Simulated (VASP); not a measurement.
Runs of VASP 6.6.1 on C. The structure is that of space group Fd-3m (No. 227), or close to it. The cells are those of the table. 

```tsv
cell	gap on the mesh (eV)	pressure (GPa)
a = 2.563 Å, angles 60.0°, 2 atoms	3.93	-23.8
a = 2.435 Å, angles 60.0°, 2 atoms	4.29	51.3
a = 2.603 Å, angles 60.0°, 2 atoms	3.82	-39.1
a = 2.501 Å, angles 60.0°, 2 atoms	4.09	7.2
a = 2.584 Å, angles 60.0°, 2 atoms	3.87	-31.9
a = 2.479 Å, angles 60.0°, 2 atoms	(a)	20.2
a = 2.543 Å, angles 60.0°, 2 atoms	(b)	-14.7
a = 2.457 Å, angles 60.0°, 2 atoms	4.22	34.8
```

Alike in all rows: task single point; level PBEsol; potentials or basis VASP PAW PBE potentials, release 64 (C); no spin polarisation; k mesh 9 × 9 × 9; cutoff (eV) 600; smearing gaussian 0.01 eV.

Question: Estimate the missing entries.

Answer: (a) 4.16; (b) 3.98.

Caveats: the PAW data sets were made with another functional, which shifts forces and pressure a little.

A k mesh can miss the band edges.
